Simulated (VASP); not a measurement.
Runs of VASP 6.6.1 on Zn. The structure is that of space group Im-3m (No. 229), or close to it. The cells are those of the table. This isn't the form of Zn at room conditions, which is hcp.

| task | cell | k mesh | cutoff (eV) | gap on the mesh (eV) | pressure (GPa) |
| --- | --- | --- | --- | --- | --- |
| single point | a = 2.756 Å, angles 109.5°, 1 atom | 23 × 23 × 23 | 520 | none | 0.2 |
| single point | a = 2.756 Å, angles 109.5°, 1 atom | 16 × 16 × 16 | 520 | none | (b) |
| single point | a = 2.756 Å, angles 109.5°, 1 atom | 14 × 14 × 14 | 520 | none | 0.2 |
| single point | a = 2.680 Å, angles 109.5°, 1 atom | 16 × 16 × 16 | 520 | none | 6.3 |
| single point | a = 2.641 Å, angles 109.5°, 1 atom | 16 × 16 × 16 | 520 | none | 10.5 |
| single point | a = 2.827 Å, angles 109.5°, 1 atom | 16 × 16 × 16 | 520 | none | -3.1 |
| relaxation of cell and atoms | relaxed from a = 2.703 Å, angles 109.5°, 1 atom | 14 × 14 × 14 | 600 | none | 0.0 |
| single point | a = 2.792 Å, angles 109.5°, 1 atom | 16 × 16 × 16 | 520 | none | -1.6 |
| single point | a = 2.862 Å, angles 109.5°, 1 atom | 16 × 16 × 16 | 520 | none | -4.3 |
| single point | a = 2.719 Å, angles 109.5°, 1 atom | 16 × 16 × 16 | 520 | none | (a) |

Alike in all rows: level RPBE; potentials or basis VASP PAW PBE potentials, release 64 (Zn); no spin polarisation; smearing fermi-dirac 0.1 eV.

Q: Estimate the missing entries.

A: (a) 3.0; (b) 0.4.

Caveats: the PAW data sets were made with another functional, which shifts forces and pressure a little; the cell stands under pressure (at least some runs); the cell stands under tension (at least some runs).

A gap of «none» marks levels without a gap at the run's occupations.
